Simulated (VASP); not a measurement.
# SiC: relaxation of cell and atoms with PBE

Crystal: SiC.

```
Si C
1.0
     3.09500    0.00000    0.00000
    -1.54750    2.68035    0.00000
     0.00000    0.00000   15.17000
Si C
6 6
Cartesian
  0.0000 0.0000 1.8962
  0.0000 0.0000 9.4812
  0.0000 1.7869 4.4251
  1.5475 0.8934 12.0101
  0.0000 1.7869 14.5374
  1.5475 0.8934 6.9524
  0.0000 0.0000 0.0000
  0.0000 0.0000 7.5850
  0.0000 1.7869 2.5288
  1.5475 0.8934 10.1138
  0.0000 1.7869 12.6412
  1.5475 0.8934 5.0562
```

```yaml
Program: VASP 6.6.1
Task: relaxation of cell and atoms
Functional: PBE
Potentials_or_basis: VASP PAW PBE potentials, release 64 (Si, C)
Cutoff: 600 eV
k_mesh: 10 × 10 × 2
Occupations: gaussian, width 0.01 eV
Spin: no spin polarisation
Dipole_correction: no
Further_INCAR_settings: ALGO = Normal; EDIFF = 1e-06; IBRION = 2; EDIFFG = -0.001; NSW = 80; ISIF = 3
```

```
Relaxed volume                         : 10.49 Å³/atom
Relaxed cell                           : a = 3.094 Å, b = 3.094 Å, c = 15.182 Å, α = 90.00°, β = 90.00°, γ = 120.00°
Space group after relaxing (to 0.05 Å) : P6_3mc (No. 186)
Energy gained by relaxing              : 0.1 meV/atom
Ionic steps                            : 9
Pressure after relaxing                : 0.0 GPa
Band gap on the k mesh                 : 2.03 eV, indirect (least direct gap 3.12 eV)
```

The path:
| step | energy change (eV) | largest force (eV/Å) | pressure (GPa) | volume (Å³) |
| --- | --- | --- | --- | --- |
| 1 | 0.0000 | 0.1416 | 0.05 | 125.85 |
| 2 | -0.0001 | 0.1101 | -0.04 | 125.90 |
| 3 | -0.0009 | 0.0298 | 0.00 | 125.87 |
| 4 | -0.0010 | 0.0045 | 0.00 | 125.88 |
| 5 | -0.0010 | 0.0035 | -0.01 | 125.88 |
| 6 | -0.0010 | 0.0037 | -0.01 | 125.88 |
| 7 | -0.0010 | 0.0033 | -0.01 | 125.88 |
| 8 | -0.0010 | 0.0031 | 0.00 | 125.87 |
| 9 | -0.0010 | 0.0006 | 0.00 | 125.87 |

Final structure:
```cif
data_structure
_symmetry_space_group_name_H-M 'P 1'
_symmetry_Int_Tables_number 1
_cell_length_a 3.0941
_cell_length_b 3.0941
_cell_length_c 15.1823
_cell_angle_alpha 90.000
_cell_angle_beta 90.000
_cell_angle_gamma 120.000
_cell_volume 125.87
loop_
_atom_site_label
_atom_site_type_symbol
_atom_site_fract_x
_atom_site_fract_y
_atom_site_fract_z
_atom_site_occupancy
Si1 Si 0.00000 0.00000 0.12504 1
Si2 Si 0.00000 0.00000 0.62504 1
Si3 Si 0.33333 0.66667 0.29182 1
Si4 Si 0.66667 0.33333 0.79182 1
Si5 Si 0.33333 0.66667 0.95831 1
Si6 Si 0.66667 0.33333 0.45831 1
C1 C 0.00000 0.00000 0.99969 1
C2 C 0.00000 0.00000 0.49969 1
C3 C 0.33333 0.66667 0.16683 1
C4 C 0.66667 0.33333 0.66683 1
C5 C 0.33333 0.66667 0.83331 1
C6 C 0.66667 0.33333 0.33331 1
```

Levels at points of the mesh, in eV from the valence-band top:
```
           k point  band 20  band 21  band 22  band 23  band 24  band 25  band 26  band 27  band 28  band 29
(0.00, 0.00, 0.00)    -0.30    -0.30    -0.04     0.00     0.00     5.06     5.23     5.63     6.14     6.15
(0.50, 0.00, 0.00)    -2.24    -1.80    -1.77    -1.65    -1.10     2.03     2.21     3.19     3.87     4.56
(0.00, 0.00, 0.50)    -0.63    -0.10    -0.10    -0.10    -0.10     5.13     5.13     5.87     5.87     6.51
(0.50, 0.00, 0.50)    -2.33    -1.70    -1.70    -1.30    -1.30     2.07     2.07     3.41     3.41     4.76
```

It took 11 min on 1 thread of Intel(R) Xeon(R) Platinum 8488C (Sapphire Rapids), on a shared host, peak memory 0.35 GiB.

A k mesh can miss the band edges.
